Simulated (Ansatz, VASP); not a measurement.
Two plane-wave programs on C

File INCAR:

```
SYSTEM = C
PREC = Accurate
ENCUT = 520
EDIFF = 1E-6
ISMEAR = -1
SIGMA = 0.08
LREAL = .FALSE.
LASPH = .TRUE.
NELM = 80
ALGO = Normal
ISIF = 2
LWAVE = .FALSE.
LCHARG = .FALSE.
GGA = PS
NBANDS = 8
```

Contents of KPOINTS:

```
regular mesh
0
G
  24 24 24
  0 0 0
```

The input POSCAR:

```
C
1.0
    0.0000000000      1.1638176674      1.1638176674
    1.1638176674      0.0000000000      1.1638176674
    1.1638176674      1.1638176674      0.0000000000
C
1
Direct
    0.0000000000      0.0000000000      0.0000000000
```

Input for Ansatz:

```yaml
crystal:
  lattice:
    - [0.0, 1.1638176674, 1.1638176674]
    - [1.1638176674, 0.0, 1.1638176674]
    - [1.1638176674, 1.1638176674, 0.0]
  atoms:
    - { symbol: C, position: [0.0, 0.0, 0.0] }
kpoints:
  mp_grid: { grid: [24, 24, 24] }
  band_path:
    path:
      - [0.0, 0.0, 0.0]
      - [0.5, 0.0, 0.5]
      - [0.625, 0.25, 0.625]
      - [0.375, 0.375, 0.75]
      - [0.0, 0.0, 0.0]
      - [0.5, 0.5, 0.5]
      - [0.5, 0.25, 0.75]
      - [0.5, 0.0, 0.5]
    npoints: 8
scf:
  occupations: { method: fermi_dirac, width: 0.08 }
hamiltonian:
  xc: pbesol
  pseudopotentials: { kind: paw }
output:
  forces: true
  stress: true
  eigenvalues: true
  populations: true
  dos: { projected: true, de: 0.2, e_range: [-14, 8] }
```

Change from the starting cell: volume scaled by 0.45, PAW files.

Alike in both runs: task single point; functional PBEsol; k mesh 24 × 24 × 24; occupations fermi-dirac, width 0.08 eV; no spin polarisation.

|  | VASP | Ansatz |
| --- | --- | --- |
| version | VASP 6.6.1 | Ansatz 0.2.0 |
| potentials or method | VASP PAW PBE potentials, release 64 (C) | PAW with Ansatz's default frozen-core files, scalar-relativistic |
| plane-wave cutoff (eV) | 520 | 420 |
| valence electrons in the cell | 4 | 4 |

```tsv
	VASP	Ansatz	Ansatz less VASP
pressure (GPa)	567.2	564.7	-2.52
```

VASP's potentials were made for PBE, not for PBEsol. Both programs put the cell under a high pressure, so it lies far from rest at this level. The functional is the same, so the differences come from potentials, cutoffs and numerics.

Noted on VASP's run: the cell as given lies far from equilibrium.
